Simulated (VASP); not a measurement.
A run of VASP 6.6.1:

Contents of INCAR:

```
PREC = Accurate
ENCUT = 520
EDIFF = 1E-7
ISMEAR = -1
SIGMA = 0.1
LREAL = F
LASPH = T
NELM = 60
ALGO = Normal
ISIF = 2
LWAVE = F
LCHARG = T
GGA = PE
LELF = T
LVHAR = T
NBANDS = 18
```

KPOINTS

```
regular mesh
0
Gamma
  12 12 7
```

The input POSCAR:

```
Sc
1.0
    1.6677140000      2.8885600000      0.0000000000
   -1.6677140000      2.8885600000      0.0000000000
    0.0000000000      0.0000000000      5.3103940000
Sc
2
Direct
    0.3333300000      0.3333400000      0.2500000000
    0.6666600000      0.6666700000      0.7500000000
```

Potentials or basis: VASP PAW PBE potentials, release 64 (Sc_sv).

The run is started by

```sh
$ cat potpaw_PBE.64/Sc_sv/POTCAR > POTCAR
$ mpirun -np 1 vasp_std > vasp.out
```

Hardware: 1 thread of Oxide Virtual Turin-like Processor (shared host).

Question: Estimate the wall time of this run.

Answer: Wall time 2.7 min on 1 thread of Oxide Virtual Turin-like Processor, with other jobs on the host, peak memory 0.24 GiB. Counts: scf iterations 14, k points 172.
